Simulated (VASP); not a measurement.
# InAs (zincblende type) (F-43m) in VASP: single point with LDA

Aim: the single point of InAs (zincblende type) with LDA.

Everything below comes from runs of VASP 6.6.1. Logs are shortened: lines on timing, memory, paths and dates and some standing lists are left out, and cuts for length are marked.

## Step 1: The cell of the first run

It takes space group F-43m (No. 216, cubic). The conventional cell has a = 6.027 Å, b = 6.027 Å, c = 6.027 Å, α = 90.00°, β = 90.00°, γ = 90.00°. In (site symmetry -43m) has 4 As at 2.61 Å within 3.4 Å. Within 3.4 Å of As (site symmetry -43m) lie 4 In at 2.61 Å.

## Step 2: Single point, LDA

The input, INCAR:

```
PREC = Accurate
ENCUT = 520
EDIFF = 1E-6
ISMEAR = -1
SIGMA = 0.08
LREAL = F
LASPH = T
NELM = 100
ALGO = Normal
ISIF = 2
LWAVE = F
LCHARG = F
GGA = CA
NBANDS = 16
```

The input, KPOINTS:

```
Automatic mesh
0
Gamma
  11 11 11
```

The input, POSCAR:

```
InAs
1.0
    0.0000000000      3.0134416479      3.0134416479
    3.0134416479      0.0000000000      3.0134416479
    3.0134416479      3.0134416479      0.0000000000
In As
1 1
Direct
    0.0000000000      0.0000000000      0.0000000000
    0.2500000000      0.2500000000      0.2500000000
```

Potentials or basis: VASP PAW LDA potentials, release 64 (In_d, As).

The run is started by

```console
$ cat potpaw_LDA.64/In_d/POTCAR potpaw_LDA.64/As/POTCAR > POTCAR
$ mpirun -np 1 vasp_std > vasp.out
```

OUTCAR:

```text
PREC = Accurate
   ENCUT = 520
   EDIFF = 1E-6
   ISMEAR = -1
   LREAL = F
   LASPH = T
   NELM = 100
   ISIF = 2
   GGA = CA

 ion  position               nearest neighbor table
   1  0.000  0.000  0.000-   2 2.61   2 2.61   2 2.61   2 2.61
   2  0.250  0.250  0.250-   1 2.61   1 2.61   1 2.61   1 2.61

  LATTYP: Found a face centered cubic cell.
 ALAT       =     6.0268832958

  Lattice vectors:

 A1 = (   0.0000000000,   3.0134416479,   3.0134416479)
 A2 = (   3.0134416479,   0.0000000000,   3.0134416479)
 A3 = (   3.0134416479,   3.0134416479,   0.0000000000)

Analysis of symmetry for initial positions (statically):
=====================================================================
 Subroutine PRICEL returns:
 Original cell was already a primitive cell.

 Routine SETGRP: Setting up the symmetry group for a
 face centered cubic supercell.

 Subroutine GETGRP returns: Found 24 space group operations
 (whereof 24 operations were pure point group operations)
 out of a pool of 48 trial point group operations.

The static configuration has the point symmetry T_d .

Analysis of symmetry for dynamics (positions and initial velocities):
=====================================================================
 Subroutine PRICEL returns:
 Original cell was already a primitive cell.

 Routine SETGRP: Setting up the symmetry group for a
 face centered cubic supercell.

 Subroutine GETGRP returns: Found 24 space group operations
 (whereof 24 operations were pure point group operations)
 out of a pool of 48 trial point group operations.

The dynamic configuration has the point symmetry T_d .

 Subroutine INISYM returns: Found 24 space group operations
 (whereof 24 operations are pure point group operations),
 and found     1 'primitive' translations

----------------------------------------------------------------------------------------

                                     Primitive cell

  volume of cell :      54.7291

  direct lattice vectors                    reciprocal lattice vectors
     0.000000000  3.013441648  3.013441648    -0.165923239  0.165923239  0.165923239
     3.013441648  0.000000000  3.013441648     0.165923239 -0.165923239  0.165923239
     3.013441648  3.013441648  0.000000000     0.165923239  0.165923239 -0.165923239

  length of vectors
     4.261650048  4.261650048  4.261650048     0.287387481  0.287387481  0.287387481

  position of ions in fractional coordinates (direct lattice)
     0.000000000  0.000000000  0.000000000
     0.250000000  0.250000000  0.250000000

  ion indices of the primitive-cell ions
   primitive index   ion index
                 1           1
                 2           2

----------------------------------------------------------------------------------------

 KPOINTS: Automatic mesh

Automatic generation of k-mesh.
 Grid dimensions read from file:
 generate k-points for:   11   11   11

 Generating k-lattice:

  Cartesian coordinates                     Fractional coordinates (reciprocal lattice)
    -0.015083931  0.015083931  0.015083931     0.090909091  0.000000000  0.000000000
     0.015083931 -0.015083931  0.015083931     0.000000000  0.090909091  0.000000000
     0.015083931  0.015083931 -0.015083931     0.000000000  0.000000000  0.090909091

  Length of vectors
     0.026126135  0.026126135  0.026126135

  Shift w.r.t. Gamma in fractional coordinates (k-lattice)
     0.000000000  0.000000000  0.000000000

 Subroutine IBZKPT returns following result:
 ===========================================

 Found     56 irreducible k-points:

 Following reciprocal coordinates:
            Coordinates               Weight
  0.000000  0.000000  0.000000      1.000000
  0.090909  0.000000  0.000000      8.000000
  0.181818  0.000000  0.000000      8.000000
  0.272727  0.000000  0.000000      8.000000
  0.363636  0.000000  0.000000      8.000000
  0.454545  0.000000  0.000000      8.000000
[... 16 lines left out ...]
 -0.272727  0.181818  0.000000     24.000000
 -0.181818  0.181818  0.000000     12.000000
 [... further k-points ...]
   k-points           NKPTS =     56   k-points in BZ     NKDIM =     56   number of bands    NBANDS=     16
   number of dos      NEDOS =    301   number of ions     NIONS =      2
   total plane-waves  NPLWV =  32768
   dimension x,y,z NGX =    32 NGY =   32 NGZ =   32
   dimension x,y,z NGXF=    64 NGYF=   64 NGZF=   64
   ions per type =               1   1
   NGX,Y,Z   is equivalent  to a cutoff of  12.48, 12.48, 12.48 a.u.
   NGXF,Y,Z  is equivalent  to a cutoff of  24.97, 24.97, 24.97 a.u.
 SYSTEM =  unknown system
   PREC   = accura    normal or accurate (medium, high low for compatibility)
   ISTART =      0    job   : 0-new  1-cont  2-samecut
   ICHARG =      2    charge: 1-file 2-atom 10-const
   ISPIN  =      1    spin polarized calculation?
   LNONCOLLINEAR =      F non collinear calculations
   LSORBIT =      F    spin-orbit coupling
   LASPH  =      T    aspherical Exc in radial PAW
   ENCUT  =  520.0 eV  38.22 Ry    6.18 a.u.   7.92  7.92  7.92*2*pi/ulx,y,z
   NELM   =    100;   NELMIN=  2; NELMDL= -5     # of ELM steps
   EDIFF  = 0.1E-05   stopping-criterion for ELM
   LREAL  =      F    real-space projection
   EDIFFG = 0.1E-04   stopping-criterion for IOM
   NSW    =      0    number of steps for IOM
   IBRION =     -1    ionic relax: 0-MD 1-quasi-New 2-CG
   NFREE  =      0    steps in history (QN), initial steepest desc. (CG)
   ISIF   =      2    stress and relaxation
   ISYM   =      2    0-nonsym 1-usesym 2-fastsym
   POTIM  = 0.5000    time-step for ionic-motion
   TEBEG  =    0.0;   TEEND  =   0.0 temperature during run
   PSTRESS=    0.0 pullay stress
   NELECT =      18.0000    total number of electrons
   NUPDOWN=      -1.0000    fix difference up-down
   EMIN   =  10.00;   EMAX   =-10.00  energy-range for DOS
   EFERMI =   0.00;   METHOD = LEGACY
   ISMEAR =    -1;   SIGMA  =   0.08  broadening in eV -4-tet -1-fermi 0-gaus
   EFERMI_NEDOS =   21; number of points for ismear=-14 and -15
   IALGO  =     38    algorithm
   IMIX   =      4    mixing-type and parameters
     AMIX     =   0.40;   BMIX     =  1.00
     AMIX_MAG =   1.60;   BMIX_MAG =  1.00
  volume/ion in A,a.u.               =      27.36       184.67
  Fermi-wavevector in a.u.,A,eV,Ry     =   1.130038  2.135461 17.374434  1.276985
  Thomas-Fermi vector in A             =   2.266733
   LORBIT       =      0    0 simple, 1 ext, 2 COOP (PROOUT), +10 PAW based schemes
   GGA     = CA    functional components
   LHFCALC =     F    Hartree Fock is set to
   AEXX    =    0.0000 exact exchange contribution
   IVDW    =     0    specifies the selected vdW correction
   LEPSILON=     F    determine dielectric tensor
   LRPA    =     F    only Hartree local field effects (RPA)
 non-spin polarized calculation
  energy-cutoff  :      520.00
  volume of cell :       54.73
 maximum number of plane-waves:      1485
   NGX = 15   NGY = 15   NGZ = 15

 number of electron      17.9999992 magnetization

 Free energy of the ion-electron system (eV)
  ---------------------------------------------------
  ext. energy  EPLUGINS =         0.00000000
  ---------------------------------------------------
  free energy    TOTEN  =        -9.02983176 eV

  energy without entropy =       -9.02926872  energy(sigma->0) =       -9.02955024

 E-fermi :   4.6222     XC(G=0):  -9.4552

 val. band max:        4.4403301304   @ k =   0.0000   0.0000   0.0000
 cond. band min:       5.2411670586   @ k =   0.0909   0.0000   0.0000
 fundamental gap:      0.8008369282
 Fermi energy:         4.6221720345

 k-point     1 :       0.0000    0.0000    0.0000
  band No.  band energies     occupation
      1      -9.9373      2.00000
      2      -9.9373      2.00000
      3      -9.9373      2.00000
      4      -9.8045      2.00000
      5      -9.8045      2.00000
      6      -7.5392      2.00000
[... 8 lines left out ...]
     15      14.1845      0.00000
     16      14.1845      0.00000

 k-point     2 :       0.0909    0.0000    0.0000
  band No.  band energies     occupation
      1      -9.9494      2.00000
      2      -9.9339      2.00000
      3      -9.9339      2.00000
      4      -9.8046      2.00000
      5      -9.8046      2.00000
      6      -7.4506      2.00000
[... 8 lines left out ...]
     15      13.4817      0.00000
     16      13.4817      0.00000

 k-point     3 :       0.1818    0.0000    0.0000
  band No.  band energies     occupation
      1      -9.9803      2.00000
      2      -9.9254      2.00000
      3      -9.9254      2.00000
      4      -9.8044      2.00000
      5      -9.8044      2.00000
      6      -7.1968      2.00000
[... 8 lines left out ...]
     15      12.9763      0.00000
     16      12.9763      0.00000

 k-point     4 :       0.2727    0.0000    0.0000
  band No.  band energies     occupation
      1     -10.0179      2.00000
      2      -9.9155      2.00000
      3      -9.9155      2.00000
      4      -9.8027      2.00000
      5      -9.8027      2.00000
      6      -6.8158      2.00000
[... 8 lines left out ...]
     15      13.0726      0.00000
     16      13.0726      0.00000

 k-point     5 :       0.3636    0.0000    0.0000
  band No.  band energies     occupation
      1     -10.0502      2.00000
      2      -9.9081      2.00000
      3      -9.9081      2.00000
      4      -9.7994      2.00000
      5      -9.7994      2.00000
      6      -6.3880      2.00000
[... 8 lines left out ...]
     15      13.8054      0.00000
     16      13.8054      0.00000

 k-point     6 :       0.4545    0.0000    0.0000
  band No.  band energies     occupation
      1     -10.0686      2.00000
      2      -9.9045      2.00000
      3      -9.9045      2.00000
      4      -9.7966      2.00000
      5      -9.7966      2.00000
      6      -6.0732      2.00000
[... 8 lines left out ...]
     15      14.8791      0.00000
     16      14.8791      0.00000
[... 267 lines left out ...]
 k-point    21 :      -0.4545    0.1818    0.0000
  band No.  band energies     occupation
      1     -10.0836      2.00000
      2      -9.8958      2.00000
      3      -9.8877      2.00000
      4      -9.8083      2.00000
      5      -9.7955      2.00000
      6      -5.8304      2.00000
[... 8 lines left out ...]
     15      14.6929      0.00000
     16      14.7177      0.00000

 k-point    22 :      -0.3636    0.1818    0.0000
  band No.  band energies     occupation
      1     -10.0762      2.00000
      2      -9.8975      2.00000
      3      -9.8918      2.00000
      4      -9.8029      2.00000
      5      -9.8017      2.00000
      6      -5.9448      2.00000
[... 8 lines left out ...]
     15      13.4540      0.00000
     16      14.8035      0.00000

 k-point    23 :      -0.2727    0.1818    0.0000
  band No.  band energies     occupation
      1     -10.0569      2.00000
      2      -9.9009      2.00000
      3      -9.9002      2.00000
      4      -9.8072      2.00000
      5      -9.8001      2.00000
      6      -6.2931      2.00000
[... 8 lines left out ...]
     15      14.0923      0.00000
     16      15.4943      0.00000

 k-point    24 :      -0.1818    0.1818    0.0000
  band No.  band energies     occupation
      1     -10.0299      2.00000
      2      -9.9114      2.00000
      3      -9.9069      2.00000
      4      -9.8092      2.00000
      5      -9.7997      2.00000
      6      -6.6888      2.00000
[... 8 lines left out ...]
     15      13.8122      0.00000
     16      14.6545      0.00000

 [... further k-points ...]
[... 5 lines left out ...]
  --------------------------------------------------------------------------------------
  -------------------------------------------------------------------------------------
  Total        0.0397009      0.0397009      0.0397009     -0.0000000      0.0000000      0.0000000
  in kB        1.1622328      1.1622328      1.1622328     -0.0000000      0.0000000      0.0000000
  external PRESSURE =       1.1622328 kB  Pullay stress =       0.0000000 kB

 VOLUME and BASIS-vectors are now :
 -----------------------------------------------------------------------------
  energy-cutoff  :      520.00
  volume of cell :       54.73
      direct lattice vectors                 reciprocal lattice vectors
     0.000000000  3.013441648  3.013441648    -0.165923239  0.165923239  0.165923239
     3.013441648  0.000000000  3.013441648     0.165923239 -0.165923239  0.165923239
     3.013441648  3.013441648  0.000000000     0.165923239  0.165923239 -0.165923239

 POSITION                                       TOTAL-FORCE (eV/Angst)
 -----------------------------------------------------------------------------------
      0.00000      0.00000      0.00000         0.000000     -0.000000      0.000000
      1.50672      1.50672      1.50672        -0.000000      0.000000     -0.000000
 -----------------------------------------------------------------------------------
    total drift:                               -0.000000     -0.000000     -0.000000

  FREE ENERGIE OF THE ION-ELECTRON SYSTEM (eV)
  ---------------------------------------------------
  free  energy   TOTEN  =        -9.0298317608 eV

  energy  without entropy=       -9.0292687175  energy(sigma->0) =       -9.02955024
```

Wall time 18 s (1 thread of Intel Xeon Platinum 8559C (Emerald Rapids), shared host); peak memory 0.18 GiB.

What came out:

```yaml
Free_energy: -9.0298 eV
Pressure: 0.1 GPa
Band_gap_on_the_k_mesh: zero (filled and empty bands touch)
```

Caveat: spin-orbit coupling is left out, which moves the levels of the heavy elements.
